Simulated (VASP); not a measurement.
# ZnCu (Cmmm) in VASP: a series of runs, part 2 of 2

VASP 6.6.1. The steps go on from the part before.

## 3. Single point, PBE

INCAR

```
SYSTEM = ZnCu
PREC = Accurate ; ENCUT = 520
EDIFF = 1E-7 ; ISMEAR = 0
SIGMA = 0.05 ; LREAL = .False.
LASPH = .True. ; NELM = 80
ALGO = Fast ; ISIF = 2
LWAVE = .False. ; LCHARG = .False.
GGA = PE ; NBANDS = 18
```

KPOINTS

```
regular mesh
0
Gamma
  14 14 8
  0 0 0
```

POSCAR

```
ZnCu
1.0
    1.4880390000     -2.1212790000      0.0000000000
    1.4880390000      2.1212790000      0.0000000000
    0.0000000000      0.0000000000      4.1407460000
Zn Cu
1 1
Direct
    0.5000000000      0.5000000000      0.5000000000
    0.0000000000      0.0000000000      0.0000000000
```

Potentials or basis: VASP PAW PBE potentials, release 64 (Zn, Cu).

On the command line:

```
> cat potpaw_PBE.64/Zn/POTCAR potpaw_PBE.64/Cu/POTCAR > POTCAR
> mpirun -np 1 vasp_std > vasp.out
```

OUTCAR:

```text
SYSTEM = ZnCu
   PREC = Accurate
   ENCUT = 520
   EDIFF = 1E-7
   ISMEAR = 0
   LREAL = .False.
   LASPH = .True.
   NELM = 80
   ISIF = 2
   GGA = PE

 ion  position               nearest neighbor table
   1  0.500  0.500  0.500-   2 2.55   2 2.55   2 2.55   2 2.55
   2  0.000  0.000  0.000-   1 2.55   1 2.55   1 2.55   1 2.55

  LATTYP: Found a base centered orthorhombic cell.
 ALAT       =     2.9760780000
 B/A-ratio  =     1.4255533625
 C/A-ratio  =     1.3913432376

  Lattice vectors:

 A1 = (   1.4880390000,  -2.1212790000,   0.0000000000)
 A2 = (   1.4880390000,   2.1212790000,   0.0000000000)
 A3 = (   0.0000000000,   0.0000000000,   4.1407460000)

Analysis of symmetry for initial positions (statically):
=====================================================================
 Subroutine PRICEL returns:
 Original cell was already a primitive cell.

 Routine SETGRP: Setting up the symmetry group for a
 base centered orthorhombic supercell.

 Subroutine GETGRP returns: Found  8 space group operations
 (whereof  8 operations were pure point group operations)
 out of a pool of  8 trial point group operations.

The static configuration has the point symmetry D_2h.

[... 159 lines left out ...]
  energy without entropy =       -4.92932105  energy(sigma->0) =       -4.92966455

 E-fermi :   5.2876     XC(G=0): -12.2721

 val. band max:        5.2800360708   @ k =   0.2857   0.2857   0.5000
 cond. band min:       5.3067332749   @ k =   0.2143   0.2143   0.2500
 fundamental gap:      0.0266972041
 Fermi energy:         5.2876254327

 k-point     1 :       0.0000    0.0000    0.0000
  band No.  band energies     occupation
      1      -4.9202      2.00000
      2      -2.7496      2.00000
      3      -2.6122      2.00000
      4      -1.9296      2.00000
      5      -1.9072      2.00000
      6      -1.7145      2.00000
[... 481 lines left out ...]
      5      -1.9248      2.00000
      6      -1.0462      2.00000
[... 10 lines left out ...]
     17      17.5069      0.00000
     18      21.9548      0.00000

 [... further k-points ...]

------------------------ aborting loop because EDIFF is reached ----------------------------------------

  FORCE on cell =-STRESS in cart. coord.  units (eV):
  Direction    XX          YY          ZZ          XY          YZ          ZX
  --------------------------------------------------------------------------------------
  -------------------------------------------------------------------------------------
  Total        0.2771443      0.0785056     -0.0597916      0.0000000      0.0000000      0.0000000
  in kB       16.9861835      4.8116134     -3.6646321      0.0000000      0.0000000      0.0000000
  external PRESSURE =       6.0443882 kB  Pullay stress =       0.0000000 kB

 VOLUME and BASIS-vectors are now :
 -----------------------------------------------------------------------------
  energy-cutoff  :      520.00
  volume of cell :       26.14
      direct lattice vectors                 reciprocal lattice vectors
     1.488039000 -2.121279000  0.000000000     0.336012699 -0.235706854  0.000000000
     1.488039000  2.121279000  0.000000000     0.336012699  0.235706854  0.000000000
     0.000000000  0.000000000  4.140746000     0.000000000  0.000000000  0.241502377

 POSITION                                       TOTAL-FORCE (eV/Angst)
 -----------------------------------------------------------------------------------
      1.48804      0.00000      2.07037         0.000000     -0.000000      0.000000
      0.00000      0.00000      0.00000        -0.000000      0.000000      0.000000
 -----------------------------------------------------------------------------------
    total drift:                                0.000000      0.000000      0.000000

  FREE ENERGIE OF THE ION-ELECTRON SYSTEM (eV)
  ---------------------------------------------------
  free  energy   TOTEN  =        -4.9300080508 eV

  energy  without entropy=       -4.9293210505  energy(sigma->0) =       -4.92966455
```

OSZICAR:

```text
N       E                     dE             d eps       ncg     rms          rms(c)
DAV:   1     0.115211046580E+03    0.11521E+03   -0.11401E+04 11116   0.211E+03
DAV:   2    -0.919805659780E+00   -0.11613E+03   -0.11144E+03 10316   0.300E+02
DAV:   3    -0.590146385311E+01   -0.49817E+01   -0.49385E+01 11664   0.768E+01
DAV:   4    -0.594304819891E+01   -0.41584E-01   -0.41568E-01 12064   0.650E+00
DAV:   5    -0.594360500734E+01   -0.55681E-03   -0.55679E-03 11794   0.770E-01    0.910E+00
RMM:   6    -0.580547401341E+01    0.13813E+00   -0.79568E+00 11893   0.434E+01    0.634E+00
RMM:   7    -0.494185209819E+01    0.86362E+00   -0.19314E+00 11608   0.218E+01    0.232E+00
RMM:   8    -0.493433929065E+01    0.75128E-02   -0.24526E-02 11941   0.232E+00    0.103E+00
RMM:   9    -0.493082800639E+01    0.35113E-02   -0.12728E-02 12308   0.152E+00    0.222E-01
RMM:  10    -0.492996602488E+01    0.86198E-03   -0.34696E-03 12461   0.758E-01    0.537E-02
RMM:  11    -0.493002552553E+01   -0.59501E-04   -0.85902E-04 12811   0.411E-01    0.668E-02
RMM:  12    -0.493000115290E+01    0.24373E-04   -0.46116E-04 13722   0.250E-01    0.270E-02
RMM:  13    -0.493000657528E+01   -0.54224E-05   -0.12183E-04 13455   0.112E-01    0.827E-03
RMM:  14    -0.493000980802E+01   -0.32327E-05   -0.25575E-05 13921   0.410E-02    0.124E-02
RMM:  15    -0.493000790680E+01    0.19012E-05   -0.12691E-05 12572   0.511E-02    0.402E-03
RMM:  16    -0.493000807558E+01   -0.16878E-06   -0.25853E-06 11485   0.124E-02    0.108E-03
RMM:  17    -0.493000805084E+01    0.24744E-07   -0.36998E-07 10387   0.562E-03
   1 F= -.49300081E+01 E0= -.49296646E+01  d E =-.687000E-03
```

Wall time 2 min (1 thread of AMD EPYC 7R43 (Zen 3), shared host); peak memory 0.22 GiB.

Results:

```yaml
Free_energy: -4.9300 eV
Pressure: 0.6 GPa
Band_gap_on_the_k_mesh: zero (an odd number of electrons rules out a gap without spin polarisation)
```

Levels at points of the mesh, in eV from the Fermi level:
```csv
k point,band 10,band 11,band 12,band 13,band 14,band 15
"(0.00, 0.00, 0.00)",-2.46,-2.35,-1.60,2.15,14.15,15.02
"(0.50, 0.00, 0.00)",-2.51,-2.19,-0.73,6.55,6.62,6.81
"(0.50, 0.50, 0.00)",-2.00,-1.80,1.58,6.00,6.14,6.46
"(0.00, 0.00, 0.50)",-2.63,-2.48,-2.37,11.33,11.68,16.54
"(0.50, 0.00, 0.50)",-2.29,-2.10,-1.30,1.22,2.49,13.80
"(0.50, 0.50, 0.50)",-1.80,1.23,1.61,1.85,3.58,8.48
```

## 4. Single point, LDA

INCAR

```
SYSTEM = ZnCu
ALGO     = Fast           ! electronic algorithm
EDIFF    = 1E-6           ! SCF threshold, eV
ENCUT    = 520            ! plane-wave cutoff, eV
GGA      = CA             ! functional
ISIF     = 2              ! what is computed and relaxed
ISMEAR   = 0              ! smearing method
LASPH    = .TRUE.         ! aspherical terms in the spheres
LCHARG   = .TRUE.         ! write CHGCAR
LELF     = .TRUE.         ! ELF
LREAL    = .FALSE.        ! projectors in reciprocal space
LVHAR    = .TRUE.       
LWAVE    = .FALSE.        ! write WAVECAR
NBANDS   = 18             ! bands
NELM     = 80             ! most SCF steps
PREC     = Accurate       ! precision mode
SIGMA    = 0.05           ! smearing width, eV
```

KPOINTS

```
k-points
0
G
  14 14 8
  0 0 0
```

POSCAR is that of step 3.

Potentials or basis: VASP PAW LDA potentials, release 64 (Zn, Cu).

On the command line:

```
> cat potpaw_LDA.64/Zn/POTCAR potpaw_LDA.64/Cu/POTCAR > POTCAR
> mpirun -np 1 vasp_std > vasp.out
```

Wall time 2.1 min (1 thread of AMD EPYC 7R43 (Zen 3), shared host); peak memory 0.21 GiB.

It converged, with:

* Free energy: -6.6208 eV
* Pressure: -11.1 GPa
* Band gap on the k mesh: zero (an odd number of electrons rules out a gap without spin polarisation)

Stress tensor (GPa, compression positive):
```
-10.02   0.00   0.00
  0.00 -10.91   0.00
  0.00   0.00 -12.29
```

Levels at points of the mesh, in eV from the Fermi level:
| k point | band 9 | band 10 | band 11 | band 12 | band 13 | band 14 | band 15 | band 16 |
| --- | --- | --- | --- | --- | --- | --- | --- | --- |
| (0.00, 0.00, 0.00) | -2.50 | -2.49 | -2.38 | -1.58 | 2.12 | 14.00 | 15.03 | 18.25 |
| (0.50, 0.00, 0.00) | -2.80 | -2.54 | -2.22 | -0.74 | 6.49 | 6.65 | 6.82 | 7.39 |
| (0.50, 0.50, 0.00) | -2.81 | -1.97 | -1.83 | 1.54 | 5.95 | 6.08 | 6.41 | 11.16 |
| (0.00, 0.00, 0.50) | -3.43 | -2.67 | -2.51 | -2.39 | 11.33 | 11.65 | 16.38 | 17.02 |
| (0.50, 0.00, 0.50) | -2.51 | -2.26 | -2.13 | -1.28 | 1.17 | 2.47 | 13.70 | 14.65 |
| (0.50, 0.50, 0.50) | -2.78 | -1.83 | 1.23 | 1.56 | 1.87 | 3.54 | 8.41 | 9.79 |

Caveat: the cell stands under tension.

## 5. The runs side by side

| level | potentials or basis | further INCAR settings | gap on the mesh (eV) | pressure (GPa) |
| --- | --- | --- | --- | --- |
| PBE | VASP PAW PBE potentials, release 64 (Zn, Cu) | ALGO = Fast; EDIFF = 1e-06; NBANDS = 18 | none | 0.5 |
| PBE | VASP PAW PBE potentials, release 64 (Zn, Cu) | ALGO = Fast; EDIFF = 1e-07; NBANDS = 18 | none | 0.6 |
| LDA | VASP PAW LDA potentials, release 64 (Zn, Cu) | ALGO = Fast; EDIFF = 1e-06; NBANDS = 18 | none | -11.1 |

Alike in all rows: task single point; no spin polarisation; cell as given; k mesh 14 × 14 × 8; cutoff (eV) 520; smearing gaussian 0.05 eV.

Caveats: the cell stands under tension (at least some runs).

Absolute energies hang on the potentials; compare differences alone.

The gap in the log of VASP goes by the Fermi energy; the results here count the filled bands.